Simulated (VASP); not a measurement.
# TiAl3: single point with r2SCAN+rVV10

The system is TiAl3.

```xyz
4
Lattice="2.7805 0.0000 0.0000 0.0000 4.6662 0.0000 0.0000 0.0000 4.8944" Properties=species:S:1:pos:R:3 pbc="T T T"
Ti    0.0000    2.3331    0.8017
Al    1.3902    2.3331    3.2499
Al    1.3902    0.0000    1.6330
Al    0.0000    0.0000    4.1043
```

```yaml
Program: VASP 6.6.1
Task: single point
Functional: r2SCAN
Dispersion: rVV10
Potentials_or_basis: VASP PAW PBE potentials, release 64 (Ti_sv, Al)
Cutoff: 520 eV
k_mesh: 14 × 10 × 10
Occupations: gaussian, width 0.1 eV
Spin: no spin polarisation
Dipole_correction: no
Further_INCAR_settings: ALGO = Normal; EDIFF = 1e-06; NBANDS = 18
```

| Property | Result |
| --- | --- |
| Pressure | 0.0 GPa |
| Largest force | 0.012 eV/Å |
| Band gap on the k mesh | zero (an odd number of electrons rules out a gap without spin polarisation) |

Forces in eV/Å, atoms in the order of the input:
```
Ti   0.000  0.000  0.002
Al   0.000  0.000 -0.001
Al   0.000  0.000  0.011
Al   0.000  0.000 -0.012
```

Levels at points of the mesh, in eV from the Fermi level:
```tsv
k point	band 9	band 10	band 11	band 12	band 13	band 14
(0.00, 0.00, 0.00)	-2.86	-0.90	-0.48	2.78	2.80	2.83
(0.50, 0.00, 0.00)	-1.86	0.49	0.73	0.76	1.42	1.76
(0.00, 0.50, 0.00)	-2.28	-1.74	-0.19	2.70	2.79	2.94
(0.50, 0.50, 0.00)	-1.79	-0.51	-0.20	0.93	1.18	1.45
(0.00, 0.00, 0.50)	-2.28	-1.35	-0.37	2.47	2.68	2.86
(0.50, 0.00, 0.50)	-1.39	-0.15	-0.07	0.66	1.27	2.16
(0.00, 0.50, 0.50)	-0.25	-0.04	0.82	2.71	2.72	3.79
(0.50, 0.50, 0.50)	-3.06	-2.82	-0.86	-0.19	1.19	2.35
```

Run time: 6.3 min on 1 thread of Intel(R) Xeon(R) 6975P-C (Granite Rapids), on a shared host, peak memory 0.54 GiB.

Caveat: the PAW data sets were made with another functional, which shifts forces and pressure a little.
